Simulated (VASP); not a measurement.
# TiC3 (P4/mmm) in VASP: further runs

The runs below take TiC3 through single point, with PBE.

Everything below comes from runs of VASP 6.6.1. Logs are shortened: lines on timing, memory, paths and dates and some standing lists are left out, and cuts for length are marked.

### Step 1. The cell of the first run

It takes space group P4/mmm (No. 123, tetragonal). The conventional cell has a = 3.093 Å, b = 3.093 Å, c = 4.163 Å, α = 90.00°, β = 90.00°, γ = 90.00°. Within 2.8 Å of Ti (site symmetry 4/mmm) lie 10 C at 2.08 to 2.29 Å. Within 1.8 Å of C (site symmetry 4mm) lie 1 C at 1.35 Å. Within 2.8 Å of C (site symmetry 4/mmm) lie 2 Ti at 2.08 Å and 8 C at 2.60 Å.

The cell was generated, and may not be a known phase.

### Step 2. Single point, PBE

INCAR reads:

```
PREC = Accurate
ENCUT = 600
EDIFF = 1E-6
ISMEAR = 0
SIGMA = 0.2
LREAL = False
LASPH = True
NELM = 120
ALGO = Normal
ISIF = 2
LWAVE = False
LCHARG = False
GGA = PE
NBANDS = 20
GGA_COMPAT = False
```

KPOINTS reads:

```
regular mesh
0
Gamma
  5 5 4
```

POSCAR reads:

```
TiC3
1.0
    3.0933497052      0.0000000000      0.0000000000
    0.0000000000      3.0933497052      0.0000000000
    0.0000000000      0.0000000000      4.1629207953
Ti C
1 3
Direct
    0.0000000000      0.0000000000      0.0000000000
    0.5000000000      0.5000000000      0.8377685228
    0.5000000000      0.5000000000      0.1622314772
    0.0000000000      0.0000000000      0.5000000000
```

Potentials or basis: VASP PAW PBE potentials, release 64 (Ti_sv, C).

Command:

```sh
$ cat potpaw_PBE.64/Ti_sv/POTCAR potpaw_PBE.64/C/POTCAR > POTCAR
$ mpirun -np 1 vasp_std > vasp.out
```

OUTCAR:

```text
PREC = Accurate
   ENCUT = 600
   EDIFF = 1E-6
   ISMEAR = 0
   LREAL = False
   LASPH = True
   NELM = 120
   ISIF = 2
   GGA = PE

 ion  position               nearest neighbor table
   1  0.000  0.000  0.000-   4 2.08   4 2.08   2 2.29   3 2.29   2 2.29   3 2.29   2 2.29   3 2.29
                             2 2.29   3 2.29
   2  0.500  0.500  0.838-   3 1.35   1 2.29   1 2.29   1 2.29   1 2.29
   3  0.500  0.500  0.162-   2 1.35   1 2.29   1 2.29   1 2.29   1 2.29
   4  0.000  0.000  0.500-   1 2.08   1 2.08

  LATTYP: Found a simple tetragonal cell.
 ALAT       =     3.0933497052
 C/A-ratio  =     1.3457646862

  Lattice vectors:

 A1 = (   3.0933497052,   0.0000000000,   0.0000000000)
 A2 = (   0.0000000000,   3.0933497052,   0.0000000000)
 A3 = (   0.0000000000,   0.0000000000,   4.1629207953)

Analysis of symmetry for initial positions (statically):
=====================================================================
 Subroutine PRICEL returns:
 Original cell was already a primitive cell.

 Routine SETGRP: Setting up the symmetry group for a
 simple tetragonal supercell.

 Subroutine GETGRP returns: Found 16 space group operations
 (whereof 16 operations were pure point group operations)
 out of a pool of 16 trial point group operations.

The static configuration has the point symmetry D_4h.

Analysis of symmetry for dynamics (positions and initial velocities):
=====================================================================
 Subroutine PRICEL returns:
 Original cell was already a primitive cell.

 Routine SETGRP: Setting up the symmetry group for a
 simple tetragonal supercell.

 Subroutine GETGRP returns: Found 16 space group operations
 (whereof 16 operations were pure point group operations)
 out of a pool of 16 trial point group operations.

The dynamic configuration has the point symmetry D_4h.

 Subroutine INISYM returns: Found 16 space group operations
 (whereof 16 operations are pure point group operations),
 and found     1 'primitive' translations

----------------------------------------------------------------------------------------

                                     Primitive cell

  volume of cell :      39.8342

  direct lattice vectors                    reciprocal lattice vectors
[... 80 lines left out ...]
   LSORBIT =      F    spin-orbit coupling
   LASPH  =      T    aspherical Exc in radial PAW
   ENCUT  =  600.0 eV  44.10 Ry    6.64 a.u.   6.18  6.18  8.31*2*pi/ulx,y,z
   NELM   =    120;   NELMIN=  2; NELMDL= -5     # of ELM steps
   EDIFF  = 0.1E-05   stopping-criterion for ELM
   LREAL  =      F    real-space projection
   EDIFFG = 0.1E-04   stopping-criterion for IOM
   NSW    =      0    number of steps for IOM
   IBRION =     -1    ionic relax: 0-MD 1-quasi-New 2-CG
   NFREE  =      0    steps in history (QN), initial steepest desc. (CG)
   ISIF   =      2    stress and relaxation
   ISYM   =      2    0-nonsym 1-usesym 2-fastsym
   POTIM  = 0.5000    time-step for ionic-motion
   TEBEG  =    0.0;   TEEND  =   0.0 temperature during run
   PSTRESS=    0.0 pullay stress
   NELECT =      24.0000    total number of electrons
   NUPDOWN=      -1.0000    fix difference up-down
   EMIN   =  10.00;   EMAX   =-10.00  energy-range for DOS
   EFERMI =   0.00;   METHOD = LEGACY
   ISMEAR =     0;   SIGMA  =   0.20  broadening in eV -4-tet -1-fermi 0-gaus
   EFERMI_NEDOS =   21; number of points for ismear=-14 and -15
   IALGO  =     38    algorithm
   IMIX   =      4    mixing-type and parameters
     AMIX     =   0.40;   BMIX     =  1.00
     AMIX_MAG =   1.60;   BMIX_MAG =  1.00
  volume/ion in A,a.u.               =       9.96        67.20
  Fermi-wavevector in a.u.,A,eV,Ry     =   1.382695  2.612915 26.012251  1.911847
  Thomas-Fermi vector in A             =   2.507363
   LORBIT       =      0    0 simple, 1 ext, 2 COOP (PROOUT), +10 PAW based schemes
   GGA     = PE    functional components
   LHFCALC =     F    Hartree Fock is set to
   AEXX    =    0.0000 exact exchange contribution
   IVDW    =     0    specifies the selected vdW correction
   LEPSILON=     F    determine dielectric tensor
   LRPA    =     F    only Hartree local field effects (RPA)
 non-spin polarized calculation
 Gauss-broadening in eV      SIGMA  =   0.20
  energy-cutoff  :      600.00
  volume of cell :       39.83
 maximum number of plane-waves:      1336
 NGX is ok and might be reduce to    28
   NGX = 13   NGY = 13   NGZ = 17

 number of electron      23.9999998 magnetization

 Free energy of the ion-electron system (eV)
  ---------------------------------------------------
  ext. energy  EPLUGINS =         0.00000000
  ---------------------------------------------------
  free energy    TOTEN  =       -29.51560276 eV

  energy without entropy =      -29.48496151  energy(sigma->0) =      -29.50028213

 E-fermi :   6.6094     XC(G=0): -11.7607

 val. band max:        6.5737613592   @ k =   0.2000   0.0000   0.5000
 cond. band min:       6.7294146691   @ k =   0.4000   0.0000   0.2500
 fundamental gap:      0.1556533099
 Fermi energy:         6.6094343745

 k-point     1 :       0.0000    0.0000    0.0000
  band No.  band energies     occupation
      1     -50.2869      2.00000
      2     -26.6314      2.00000
      3     -26.6314      2.00000
      4     -26.2885      2.00000
      5      -9.4532      2.00000
      6      -3.9740      2.00000
[... 403 lines left out ...]
     19      12.7932      0.00000
     20      13.4848      0.00000

------------------------ aborting loop because EDIFF is reached ----------------------------------------

  FORCE on cell =-STRESS in cart. coord.  units (eV):
  Direction    XX          YY          ZZ          XY          YZ          ZX
  --------------------------------------------------------------------------------------
  -------------------------------------------------------------------------------------
  Total       -0.0874926     -0.0874926      0.1868621      0.0000000      0.0000000     -0.0000000
  in kB       -3.5190505     -3.5190505      7.5158054      0.0000000      0.0000000     -0.0000000
  external PRESSURE =       0.1592348 kB  Pullay stress =       0.0000000 kB

 VOLUME and BASIS-vectors are now :
 -----------------------------------------------------------------------------
  energy-cutoff  :      600.00
  volume of cell :       39.83
      direct lattice vectors                 reciprocal lattice vectors
     3.093349705  0.000000000  0.000000000     0.323274151  0.000000000  0.000000000
     0.000000000  3.093349705  0.000000000     0.000000000  0.323274151  0.000000000
     0.000000000  0.000000000  4.162920795     0.000000000  0.000000000  0.240215956

 POSITION                                       TOTAL-FORCE (eV/Angst)
 -----------------------------------------------------------------------------------
      0.00000      0.00000      0.00000         0.000000     -0.000000      0.000000
      1.54667      1.54667      3.48756         0.000000      0.000000     -0.111535
      1.54667      1.54667      0.67536         0.000000     -0.000000      0.111535
      0.00000      0.00000      2.08146         0.000000     -0.000000      0.000000
 -----------------------------------------------------------------------------------
    total drift:                               -0.000000      0.000000      0.000000

  FREE ENERGIE OF THE ION-ELECTRON SYSTEM (eV)
  ---------------------------------------------------
  free  energy   TOTEN  =       -29.5156027602 eV

  energy  without entropy=      -29.4849615078  energy(sigma->0) =      -29.50028213
```

Run time: 40 s. Hardware: 1 thread of Intel Xeon 8259CL, shared host; peak memory 0.17 GiB.

Results:

```
Free energy            : -29.5156 eV
Pressure               : 0.0 GPa
Largest force          : 0.112 eV/Å
Band gap on the k mesh : zero (bands 12 and 13 overlap by 2.55 eV)
```

Forces on the atoms (eV/Å):
```
Ti   0.000  0.000  0.000
C    0.000  0.000 -0.112
C    0.000  0.000  0.112
C    0.000  0.000  0.000
```

Caveat: the k points lie up to 0.41 Å⁻¹ apart, too coarse for converged energies and pressures of a metal.

### Step 3. Single point, PBE

This run uses another cell than the first one, of 18.14 Å³/atom.

INCAR reads:

```
SYSTEM = TiC3
PREC = Accurate
ENCUT = 600
EDIFF = 1E-6
ISMEAR = 0
SIGMA = 0.2
LREAL = .False.
LASPH = .True.
NELM = 120
ALGO = Normal
ISIF = 2
LWAVE = .False.
LCHARG = .True.
GGA = PE
LELF = .True.
LVHAR = .True.
NBANDS = 20
GGA_COMPAT = .False.
```

KPOINTS reads:

```
regular mesh
0
Gamma
  5 5 5
  0 0 0
```

POSCAR reads:

```
TiC3
1.0
    3.9331239334      0.0000000000      0.0000000000
    0.0000000000      3.9331239334      0.0000000000
    0.0000000000      0.0000000000      4.6896733600
Ti C
1 3
Direct
    0.0000000000      0.0000000000      0.5000000000
    0.5000000000      0.5000000000      0.5000000000
    0.0000000000      0.5000000000      0.5000000000
    0.5000000000      0.0000000000      0.5000000000
```

Potentials or basis: VASP PAW PBE potentials, release 64 (Ti_sv, C).

Command:

```sh
$ cat potpaw_PBE.64/Ti_sv/POTCAR potpaw_PBE.64/C/POTCAR > POTCAR
$ mpirun -np 1 vasp_std > vasp.out
```

OUTCAR:

```text
SYSTEM = TiC3
   PREC = Accurate
   ENCUT = 600
   EDIFF = 1E-6
   ISMEAR = 0
   LREAL = .False.
   LASPH = .True.
   NELM = 120
   ISIF = 2
   GGA = PE

 ion  position               nearest neighbor table
   1  0.000  0.000  0.500-   3 1.97   4 1.97   3 1.97   4 1.97
   2  0.500  0.500  0.500-   3 1.97   4 1.97   4 1.97   3 1.97
   3  0.000  0.500  0.500-   1 1.97   2 1.97   1 1.97   2 1.97
   4  0.500  0.000  0.500-   1 1.97   2 1.97   2 1.97   1 1.97

  LATTYP: Found a simple tetragonal cell.
 ALAT       =     3.9331239334
 C/A-ratio  =     1.1923533149

  Lattice vectors:

 A1 = (   3.9331239334,   0.0000000000,   0.0000000000)
 A2 = (   0.0000000000,   3.9331239334,   0.0000000000)
 A3 = (   0.0000000000,   0.0000000000,   4.6896733600)

Analysis of symmetry for initial positions (statically):
=====================================================================
 Subroutine PRICEL returns:
 Original cell was already a primitive cell.

 Routine SETGRP: Setting up the symmetry group for a
 simple tetragonal supercell.

 Subroutine GETGRP returns: Found 16 space group operations
 (whereof 16 operations were pure point group operations)
 out of a pool of 16 trial point group operations.

The static configuration has the point symmetry D_4h.

Analysis of symmetry for dynamics (positions and initial velocities):
=====================================================================
 Subroutine PRICEL returns:
 Original cell was already a primitive cell.

 Routine SETGRP: Setting up the symmetry group for a
 simple tetragonal supercell.

 Subroutine GETGRP returns: Found 16 space group operations
 (whereof 16 operations were pure point group operations)
 out of a pool of 16 trial point group operations.

The dynamic configuration has the point symmetry D_4h.

 Subroutine INISYM returns: Found 16 space group operations
 (whereof 16 operations are pure point group operations),
 and found     1 'primitive' translations

----------------------------------------------------------------------------------------

                                     Primitive cell

  volume of cell :      72.5467

  direct lattice vectors                    reciprocal lattice vectors
     3.933123933  0.000000000  0.000000000     0.254250824  0.000000000  0.000000000
     0.000000000  3.933123933  0.000000000     0.000000000  0.254250824  0.000000000
     0.000000000  0.000000000  4.689673360     0.000000000  0.000000000  0.213234467

  length of vectors
     3.933123933  3.933123933  4.689673360     0.254250824  0.254250824  0.213234467

  position of ions in fractional coordinates (direct lattice)
     0.000000000  0.000000000  0.500000000
     0.500000000  0.500000000  0.500000000
     0.000000000  0.500000000  0.500000000
     0.500000000  0.000000000  0.500000000

  ion indices of the primitive-cell ions
   primitive index   ion index
                 1           1
                 2           2
                 3           3
                 4           4

----------------------------------------------------------------------------------------

 KPOINTS: regular mesh

Automatic generation of k-mesh.
 Grid dimensions read from file:
 generate k-points for:    5    5    5

 Generating k-lattice:

  Cartesian coordinates                     Fractional coordinates (reciprocal lattice)
     0.050850165  0.000000000  0.000000000     0.200000000  0.000000000  0.000000000
     0.000000000  0.050850165  0.000000000     0.000000000  0.200000000  0.000000000
     0.000000000  0.000000000  0.042646893     0.000000000  0.000000000  0.200000000

  Length of vectors
     0.050850165  0.050850165  0.042646893

  Shift w.r.t. Gamma in fractional coordinates (k-lattice)
     0.000000000  0.000000000  0.000000000

 Subroutine IBZKPT returns following result:
 ===========================================

 Found     18 irreducible k-points:

 Following reciprocal coordinates:
            Coordinates               Weight
  0.000000  0.000000  0.000000      1.000000
  0.200000  0.000000  0.000000      4.000000
  0.400000  0.000000  0.000000      4.000000
  0.200000  0.200000  0.000000      4.000000
  0.400000  0.200000  0.000000      8.000000
  0.400000  0.400000  0.000000      4.000000
[... 10 lines left out ...]
  0.400000  0.200000  0.400000     16.000000
  0.400000  0.400000  0.400000      8.000000
   k-points           NKPTS =     18   k-points in BZ     NKDIM =     18   number of bands    NBANDS=     20
   number of dos      NEDOS =    301   number of ions     NIONS =      4
   total plane-waves  NPLWV =  40960
   dimension x,y,z NGX =    32 NGY =   32 NGZ =   40
   dimension x,y,z NGXF=    64 NGYF=   64 NGZF=   80
   ions per type =               1   3
   NGX,Y,Z   is equivalent  to a cutoff of  13.53, 13.53, 14.18 a.u.
   NGXF,Y,Z  is equivalent  to a cutoff of  27.05, 27.05, 28.36 a.u.
 SYSTEM =  TiC3
   PREC   = accura    normal or accurate (medium, high low for compatibility)
   ISTART =      0    job   : 0-new  1-cont  2-samecut
   ICHARG =      2    charge: 1-file 2-atom 10-const
   ISPIN  =      1    spin polarized calculation?
   LNONCOLLINEAR =      F non collinear calculations
   LSORBIT =      F    spin-orbit coupling
   LASPH  =      T    aspherical Exc in radial PAW
   ENCUT  =  600.0 eV  44.10 Ry    6.64 a.u.   7.86  7.86  9.37*2*pi/ulx,y,z
   NELM   =    120;   NELMIN=  2; NELMDL= -5     # of ELM steps
   EDIFF  = 0.1E-05   stopping-criterion for ELM
   LREAL  =      F    real-space projection
   EDIFFG = 0.1E-04   stopping-criterion for IOM
   NSW    =      0    number of steps for IOM
   IBRION =     -1    ionic relax: 0-MD 1-quasi-New 2-CG
   NFREE  =      0    steps in history (QN), initial steepest desc. (CG)
   ISIF   =      2    stress and relaxation
   ISYM   =      2    0-nonsym 1-usesym 2-fastsym
   POTIM  = 0.5000    time-step for ionic-motion
   TEBEG  =    0.0;   TEEND  =   0.0 temperature during run
   PSTRESS=    0.0 pullay stress
   NELECT =      24.0000    total number of electrons
   NUPDOWN=      -1.0000    fix difference up-down
   EMIN   =  10.00;   EMAX   =-10.00  energy-range for DOS
   EFERMI =   0.00;   METHOD = LEGACY
   ISMEAR =     0;   SIGMA  =   0.20  broadening in eV -4-tet -1-fermi 0-gaus
   EFERMI_NEDOS =   21; number of points for ismear=-14 and -15
   IALGO  =     38    algorithm
   IMIX   =      4    mixing-type and parameters
     AMIX     =   0.40;   BMIX     =  1.00
     AMIX_MAG =   1.60;   BMIX_MAG =  1.00
  volume/ion in A,a.u.               =      18.14       122.39
  Fermi-wavevector in a.u.,A,eV,Ry     =   1.132242  2.139627 17.442290  1.281972
  Thomas-Fermi vector in A             =   2.268943
   LORBIT       =      0    0 simple, 1 ext, 2 COOP (PROOUT), +10 PAW based schemes
   GGA     = PE    functional components
   LHFCALC =     F    Hartree Fock is set to
   AEXX    =    0.0000 exact exchange contribution
   IVDW    =     0    specifies the selected vdW correction
   LEPSILON=     F    determine dielectric tensor
   LRPA    =     F    only Hartree local field effects (RPA)
 non-spin polarized calculation
 Gauss-broadening in eV      SIGMA  =   0.20
  energy-cutoff  :      600.00
  volume of cell :       72.55
 maximum number of plane-waves:      2447
 NGX is ok and might be reduce to    32
   NGX = 15   NGY = 15   NGZ = 19

 number of electron      23.9999996 magnetization

 Free energy of the ion-electron system (eV)
  ---------------------------------------------------
  ext. energy  EPLUGINS =         0.00000000
  ---------------------------------------------------
  free energy    TOTEN  =       -25.28902973 eV

  energy without entropy =      -25.25690344  energy(sigma->0) =      -25.27296658

 E-fermi :   1.9640     XC(G=0):  -8.0876

 val. band max:        1.9560945358   @ k =   0.4000   0.0000   0.4000
 cond. band min:       2.0895957525   @ k =   0.0000   0.0000   0.0000
 fundamental gap:      0.1335012167
 Fermi energy:         1.9639890442

 k-point     1 :       0.0000    0.0000    0.0000
  band No.  band energies     occupation
      1     -55.0358      2.00000
      2     -31.4632      2.00000
      3     -31.3247      2.00000
      4     -31.3247      2.00000
      5     -11.7645      2.00000
      6      -7.0608      2.00000
[... 12 lines left out ...]
     19       6.6356      0.00000
[... 375 lines left out ...]
      4     -31.3404      2.00000
      5      -9.8010      2.00000
      6      -7.7177      2.00000
[... 12 lines left out ...]
     19       6.4261      0.00000
     20       7.5542      0.00000

------------------------ aborting loop because EDIFF is reached ----------------------------------------

  FORCE on cell =-STRESS in cart. coord.  units (eV):
  Direction    XX          YY          ZZ          XY          YZ          ZX
  --------------------------------------------------------------------------------------
  -------------------------------------------------------------------------------------
  Total       -0.2608343     -0.2608343      0.0864414      0.0000000      0.0000000     -0.0000000
  in kB       -5.7604638     -5.7604638      1.9090380      0.0000000      0.0000000     -0.0000000
  external PRESSURE =      -3.2039632 kB  Pullay stress =       0.0000000 kB

 VOLUME and BASIS-vectors are now :
 -----------------------------------------------------------------------------
  energy-cutoff  :      600.00
  volume of cell :       72.55
      direct lattice vectors                 reciprocal lattice vectors
     3.933123933  0.000000000  0.000000000     0.254250824  0.000000000  0.000000000
     0.000000000  3.933123933  0.000000000     0.000000000  0.254250824  0.000000000
     0.000000000  0.000000000  4.689673360     0.000000000  0.000000000  0.213234467

 POSITION                                       TOTAL-FORCE (eV/Angst)
 -----------------------------------------------------------------------------------
      0.00000      0.00000      2.34484         0.000000      0.000000      0.000000
      1.96656      1.96656      2.34484         0.000000      0.000000      0.000000
      0.00000      1.96656      2.34484         0.000000      0.000000      0.000000
      1.96656      0.00000      2.34484         0.000000      0.000000      0.000000
 -----------------------------------------------------------------------------------
    total drift:                                0.000000      0.000000     -0.000000

  FREE ENERGIE OF THE ION-ELECTRON SYSTEM (eV)
  ---------------------------------------------------
  free  energy   TOTEN  =       -25.2890297330 eV

  energy  without entropy=      -25.2569034357  energy(sigma->0) =      -25.27296658
```

stdout:

```text
POSCAR found type information on POSCAR TiC
 POSCAR found :  2 types and       4 ions
 scaLAPACK will be used
 LDA part: xc-table for (Slater+PW92), standard interpolation
 POSCAR, INCAR and KPOINTS ok, starting setup
 FFT: planning ... GRIDC
 FFT: planning ... GRID_SOFT
 FFT: planning ... GRID
 WAVECAR not read
 entering main loop
```

Run time: 61 s. Hardware: 1 thread of Intel Xeon 8259CL, shared host; peak memory 0.2 GiB.

Results:

* Free energy: -25.2890 eV
* Pressure: -0.3 GPa
* Band gap on the k mesh: zero (bands 12 and 13 overlap by 1.18 eV)

Levels at points of the mesh, in eV from the Fermi level:
| k point | band 10 | band 11 | band 12 | band 13 | band 14 | band 15 |
| --- | --- | --- | --- | --- | --- | --- |
| (0.00, 0.00, 0.00) | -3.26 | 0.13 | 0.79 | 0.98 | 1.00 | 1.00 |

The gap in the log of VASP goes by the Fermi energy; the results here count the filled bands.